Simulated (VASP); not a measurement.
A run of VASP 6.6.1:

Contents of POSCAR:

```
WS2
1.0
    3.1814117282      0.0000000000      0.0000000000
   -1.5907058641      2.7551833765      0.0000000000
    0.0000000000      0.0000000000     24.1026889086
W S
2 4
Direct
    0.3333333333      0.6666666667      0.6379434935
    0.6666666667      0.3333333333      0.3620565065
    0.3333333333      0.6666666667      0.2962425097
    0.6666666667      0.3333333333      0.5721038223
    0.3333333333      0.6666666667      0.4278961777
    0.6666666667      0.3333333333      0.7037574903
```

Contents of INCAR.step1:

```
SYSTEM = WS2
PREC = Accurate
ENCUT = 520
ISMEAR = 0
SIGMA = 0.05
LREAL = .FALSE.
LASPH = .TRUE.
NELM = 80
NBANDS = 35
GGA = PE
ALGO = Normal
EDIFF = 1E-4
LWAVE = .TRUE.
LCHARG = .FALSE.
```

Contents of INCAR.step2:

```
SYSTEM = WS2
PREC = Accurate
ENCUT = 520
EDIFF = 1E-6
ISMEAR = 0
SIGMA = 0.05
LREAL = .FALSE.
LASPH = .TRUE.
NELM = 80
ALGO = Normal
ISIF = 2
LWAVE = .FALSE.
LCHARG = .TRUE.
METAGGA = R2SCAN
LMIXTAU = .TRUE.
LELF = .TRUE.
LVHAR = .TRUE.
NBANDS = 35
ISTART = 1
```

Contents of KPOINTS:

```
Automatic mesh
0
G
  12 12 2
  0 0 0
```

Potentials or basis: VASP PAW PBE potentials, release 64 (W_sv, S).

Command:

```bash
$ cat potpaw_PBE.64/W_sv/POTCAR potpaw_PBE.64/S/POTCAR > POTCAR
$ cp INCAR.step1 INCAR
$ mpirun -np 1 vasp_std > vasp.out
$ cp INCAR.step2 INCAR
$ mpirun -np 1 vasp_std > vasp.out
```

Hardware: 1 thread of AMD EPYC 9755 128-Core Processor, on a shared host.

Q: Estimate the wall time of this run.

A: It took 39 min on 1 thread of AMD EPYC 9755 128-Core Processor, on a shared host, peak memory 0.45 GiB. Counts: k points 38.
